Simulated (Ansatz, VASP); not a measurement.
Zn: VASP beside Ansatz

```
CELL_PARAMETERS angstrom
-0.91747 1.59523 1.59523
1.59523 -0.91747 1.59523
1.59523 1.59523 -0.91747
ATOMIC_POSITIONS crystal
Zn 0.00000 0.00000 0.00000
```

Alike in both runs: task single point; functional PBE; k mesh 22 × 22 × 22; occupations gaussian, width 0.15 eV; no spin polarisation.

```csv
,VASP,Ansatz
version,VASP 6.6.1,Ansatz 0.2.0
potentials or method,"VASP PAW PBE potentials, release 64 (Zn), cutoff 520 eV","scalar-relativistic, plane waves, PAW"
valence electrons in the cell,12,12
```

```csv
,VASP,Ansatz,Ansatz less VASP
gap on the k mesh at the Fermi level (eV),none,none,-
pressure (GPa),20.7,20.1,-0.66
"traceless stress, the component that is largest in VASP (GPa)",-2.08,-2.06,+0.028
```

A gap of «none» marks a metal or a gap that the smearing closes.
